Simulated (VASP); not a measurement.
# Se (Fd-3m) in VASP: a series of runs, part 3 of 3

VASP 6.6.1. Earlier steps stand in the parts before.

**4. Relaxation of cell and atoms, PBE, target pressure 20 GPa, at which the enthalpy is minimised**

This run uses another cell than the first one, of 27.27 Å³/atom, 1.458 times its volume.

Contents of INCAR:

```
SYSTEM = Se
ALGO = Normal ; EDIFF = 1E-6
EDIFFG = -0.03 ; ENCUT = 600
GGA = PE ; IBRION = 2
ISIF = 3 ; ISMEAR = -1
LASPH = .TRUE. ; LCHARG = .FALSE.
LREAL = .FALSE. ; LWAVE = .FALSE.
NELM = 80 ; NSW = 80
PREC = Accurate ; PSTRESS = 200.0
SIGMA = 0.01
```

Contents of KPOINTS:

```
k-points
0
G
  5 5 5
  0 0 0
```

Contents of POSCAR:

```
Se
1.0
    0.0000000000      3.0100000000      3.0100000000
    3.0100000000      0.0000000000      3.0100000000
    3.0100000000      3.0100000000      0.0000000000
Se
2
Direct
    0.0000000000      0.0000000000      0.0000000000
    0.2500000000      0.2500000000      0.2500000000
```

Potentials or basis: VASP PAW PBE potentials, release 64 (Se).

Launch:

```console
$ cat potpaw_PBE.64/Se/POTCAR > POTCAR
$ mpirun -np 1 vasp_std > vasp.out
```

OUTCAR:

```text
SYSTEM = Se
   EDIFF = 1E-6
   EDIFFG = -0.03
   ENCUT = 600
   GGA = PE
   IBRION = 2
   ISIF = 3
   ISMEAR = -1
   LASPH = .TRUE.
   LREAL = .FALSE.
   NELM = 80
   NSW = 80
   PREC = Accurate
   PSTRESS = 200.0

 ion  position               nearest neighbor table
   1  0.000  0.000  0.000-   2 2.61   2 2.61   2 2.61   2 2.61
   2  0.250  0.250  0.250-   1 2.61   1 2.61   1 2.61   1 2.61

  LATTYP: Found a face centered cubic cell.
 ALAT       =     6.0200000000

  Lattice vectors:

 A1 = (   0.0000000000,   3.0100000000,   3.0100000000)
 A2 = (   3.0100000000,   0.0000000000,   3.0100000000)
 A3 = (   3.0100000000,   3.0100000000,   0.0000000000)

Analysis of symmetry for initial positions (statically):
=====================================================================
 Subroutine PRICEL returns:
 Original cell was already a primitive cell.

 Routine SETGRP: Setting up the symmetry group for a
 face centered cubic supercell.

 Subroutine GETGRP returns: Found 48 space group operations
 (whereof 24 operations were pure point group operations)
 out of a pool of 48 trial point group operations.

The static configuration has the point symmetry T_d .
 The point group associated with its full space group is O_h .
[... 153 lines left out ...]
  Direction    XX          YY          ZZ          XY          YZ          ZX
  --------------------------------------------------------------------------------------
  -------------------------------------------------------------------------------------
  Total        2.6982132      2.6982132      2.6982132      0.0000000      0.0000000      0.0000000
  in kB       79.2606012     79.2606012     79.2606012      0.0000000      0.0000000      0.0000000
  external PRESSURE =    -120.7393988 kB  Pullay stress =     200.0000000 kB
[... 25 lines left out ...]
--------------------------------------- Ionic step        2  -------------------------------------------

 number of electron      12.0000001 magnetization

 E-fermi :   6.7514     XC(G=0): -10.2430

 val. band max:        6.7296675602   @ k =  -0.2000   0.2000   0.0000
 cond. band min:       6.7650055221   @ k =   0.4000   0.0000   0.0000
 fundamental gap:      0.0353379619
 Fermi energy:         6.7514174442

 k-point     1 :       0.0000    0.0000    0.0000
  band No.  band energies     occupation
      1     -12.2967      2.00000
      2      -1.3062      2.00000
      3       1.6692      2.00000
      4       1.6692      2.00000
      5       1.6692      2.00000
      6       5.2655      2.00000
      7       5.2655      2.00000
      8       5.2655      2.00000
      9      11.1518      0.00000
     10      13.9559      0.00000
[... 190 lines left out ...]
--------------------------------------- Ionic step        4  -------------------------------------------

 number of electron      11.9999999 magnetization

 Free energy of the ion-electron system (eV)
  ---------------------------------------------------
  ext. energy  EPLUGINS =         0.00000000
  ---------------------------------------------------
  free energy    TOTEN  =        -5.22586528 eV

  energy without entropy =       -5.22489884  energy(sigma->0) =       -5.22538206

 E-fermi :   4.8255     XC(G=0):  -9.3967

 val. band max:        4.6749518423   @ k =  -0.2000   0.2000   0.0000
 cond. band min:       4.8449959197   @ k =   0.4000   0.0000   0.0000
 fundamental gap:      0.1700440775
 Fermi energy:         4.8255292017

 k-point     1 :       0.0000    0.0000    0.0000
  band No.  band energies     occupation
      1     -12.6603      2.00000
      2      -4.4594      2.00000
      3       0.2991      2.00000
      4       0.2991      2.00000
      5       0.2991      2.00000
      6       3.5349      2.00000
      7       3.5349      2.00000
      8       3.5349      2.00000
      9       9.0647      0.00000
     10      12.0733      0.00000
[... 148 lines left out ...]
  energy  without entropy=       -5.2248988421  energy(sigma->0) =       -5.22538206

  enthalpy is  TOTEN    =         0.7457577052 eV   P V=        5.9716229850

 reached required accuracy - stopping structural energy minimisation
```

CONTCAR:

```text
Se
   1.00000000000000
    -0.0000000000000000    2.8812503181189726    2.8812503181189726
     2.8812503181189726    0.0000000000000000    2.8812503181189726
     2.8812503181189726    2.8812503181189726    0.0000000000000000
  Se
     2
Direct
     0.0000000000000000    1.0000000000000000    0.0000000000000000
     0.2500000000000000    0.2500000000000000    0.2500000000000000

  0.00000000E+00  0.00000000E+00  0.00000000E+00
  0.00000000E+00  0.00000000E+00  0.00000000E+00
```

Wall time 28 s (1 thread of Intel Xeon Platinum 8259CL at 2.50GHz (Skylake/Cascade Lake), shared host); peak memory 0.2 GiB.

What came out:

```
Free energy                                            : -5.2259 eV
Relaxed volume                                         : 23.92 Å³/atom
Relaxed cell                                           : a = 4.075 Å, b = 4.075 Å, c = 4.075 Å, α = 60.00°, β = 60.00°, γ = 60.00°
Space group after relaxing (to 0.05 Å)                 : Fd-3m (No. 227)
Energy change on relaxing (the enthalpy is what falls) : +278.6 meV/atom
Ionic steps                                            : 4
Pressure after relaxing                                : 19.9 GPa
Band gap on the k mesh                                 : zero (band 6 reaches 4.92 eV, above the bottom of band 7 at 3.53 eV)
```

The path:
| step | energy change (eV) | largest force (eV/Å) | pressure (GPa) | volume (Å³) |
| --- | --- | --- | --- | --- |
| 1 | 0.0000 | 0.0000 | 7.93 | 54.54 |
| 2 | 2.1607 | 0.0000 | 48.11 | 39.87 |
| 3 | 0.5252 | 0.0000 | 19.28 | 48.10 |
| 4 | 0.5571 | 0.0000 | 19.89 | 47.84 |

Final structure:
```cif
data_structure
_symmetry_space_group_name_H-M 'P 1'
_symmetry_Int_Tables_number 1
_cell_length_a 4.0747
_cell_length_b 4.0747
_cell_length_c 4.0747
_cell_angle_alpha 60.000
_cell_angle_beta 60.000
_cell_angle_gamma 60.000
_cell_volume 47.84
loop_
_atom_site_label
_atom_site_type_symbol
_atom_site_fract_x
_atom_site_fract_y
_atom_site_fract_z
_atom_site_occupancy
Se1 Se 0.00000 0.00000 0.00000 1
Se2 Se 0.25000 0.25000 0.25000 1
```

Caveat: the k points lie up to 0.38 Å⁻¹ apart in the final cell; the cell is relaxed towards a set pressure, so the enthalpy falls and the energy may rise.

**5. Relaxation of cell and atoms, PBE, target pressure 60 GPa, at which the enthalpy is minimised**

This run uses another cell than the first one, of 27.27 Å³/atom, 1.458 times its volume.

Contents of INCAR:

```
SYSTEM = Se
PREC     = Accurate       ! precision mode
ENCUT    = 600            ! plane-wave cutoff, eV
EDIFF    = 1E-6           ! SCF threshold, eV
ISMEAR   = -1             ! smearing method
SIGMA    = 0.01           ! smearing width, eV
LREAL    = .FALSE.        ! projectors in reciprocal space
LASPH    = .TRUE.         ! aspherical terms in the spheres
NELM     = 60             ! most SCF steps
ALGO     = Normal         ! electronic algorithm
ISIF     = 3              ! what is computed and relaxed
LWAVE    = .FALSE.        ! write WAVECAR
LCHARG   = .FALSE.        ! write CHGCAR
GGA      = PE             ! functional
IBRION   = 2              ! ionic algorithm
NSW      = 80             ! ionic steps
EDIFFG   = -0.03          ! ionic threshold
PSTRESS  = 600.0
```

Contents of KPOINTS:

```
regular mesh
0
G
  5 5 5
  0 0 0
```

POSCAR is that of step 4.

Launch:

```console
$ cat potpaw_PBE.64/Se/POTCAR > POTCAR
$ mpirun -np 1 vasp_std > vasp.out
```

Wall time 73 s (1 thread of Intel Xeon Platinum 8259CL at 2.50GHz (Skylake/Cascade Lake), shared host); peak memory 0.24 GiB.

Results (log left out):

| Item | Value |
| --- | --- |
| Free energy | -2.8281 eV |
| Relaxed volume | 18.75 Å³/atom |
| Relaxed cell | a = 3.757 Å, b = 3.757 Å, c = 3.757 Å, α = 60.00°, β = 60.00°, γ = 60.00° |
| Space group after relaxing (to 0.05 Å) | Fd-3m (No. 227) |
| Energy change on relaxing (the enthalpy is what falls) | +1477.4 meV/atom |
| Ionic steps | 9 |
| Pressure after relaxing | 60.0 GPa |
| Band gap on the k mesh | zero (band 6 reaches 7.78 eV, above the bottom of band 7 at 5.89 eV) |

Step by step:
```csv
step,energy change (eV),largest force (eV/Å),pressure (GPa),volume (Å³)
1,0.0000,0.0000,7.93,54.54
2,103.2509,0.0000,3378.67,10.23
3,0.3892,0.0000,16.59,49.32
4,0.8399,0.0000,25.19,45.82
5,3.1726,0.0000,63.62,36.94
6,2.9260,0.0000,59.53,37.59
7,3.0381,0.0000,61.39,37.29
8,2.7617,0.0000,56.89,38.04
9,2.9549,0.0000,60.01,37.51
```

Final structure:
```yaml
crystal:
  lattice:
    - [0.00000, 2.65686, 2.65686]
    - [2.65686, 0.00000, 2.65686]
    - [2.65686, 2.65686, 0.00000]
  atoms:
    - { symbol: Se, position: [0.00000, 0.00000, 0.00000] }
    - { symbol: Se, position: [0.25000, 0.25000, 0.25000] }
```

Levels at points of the mesh, in eV from the Fermi level:
| k point | band 2 | band 3 | band 4 | band 5 | band 6 | band 7 | band 8 | band 9 | band 10 |
| --- | --- | --- | --- | --- | --- | --- | --- | --- | --- |
| (0.00, 0.00, 0.00) | -7.62 | -5.32 | -5.32 | -5.32 | -1.61 | -1.61 | -1.61 | 4.46 | 7.15 |

Caveat: the k points lie up to 0.41 Å⁻¹ apart in the final cell; the cell is relaxed towards a set pressure, so the enthalpy falls and the energy may rise; the volume moved by over 15 % at a fixed basis, so the end points are rough.

**6. The runs side by side**

```csv
task,cell,cutoff (eV),gap on the mesh (eV),pressure (GPa)
single point,"a = 3.754 Å, angles 60.0°, 2 atoms",520,none,60.7
single point,"a = 4.072 Å, angles 60.0°, 2 atoms",520,none,20.2
relaxation of cell and atoms,"relaxed to 20 GPa from a = 4.257 Å, angles 60.0°, 2 atoms",600,none,19.9
relaxation of cell and atoms,"relaxed to 60 GPa from a = 4.257 Å, angles 60.0°, 2 atoms",600,none,60.0
```

Alike in all rows: level PBE; potentials or basis VASP PAW PBE potentials, release 64 (Se); no spin polarisation; k mesh 5 × 5 × 5; smearing fermi-dirac 0.01 eV.

Caveats: all runs use coarse meshes; the cell is relaxed towards a set pressure, so the enthalpy falls and the energy may rise (some runs); the volume moved by over 15 % at a fixed basis, so the end points are rough (some runs).

Total energies depend on the potentials used, so only differences within one code and one set of settings carry meaning.
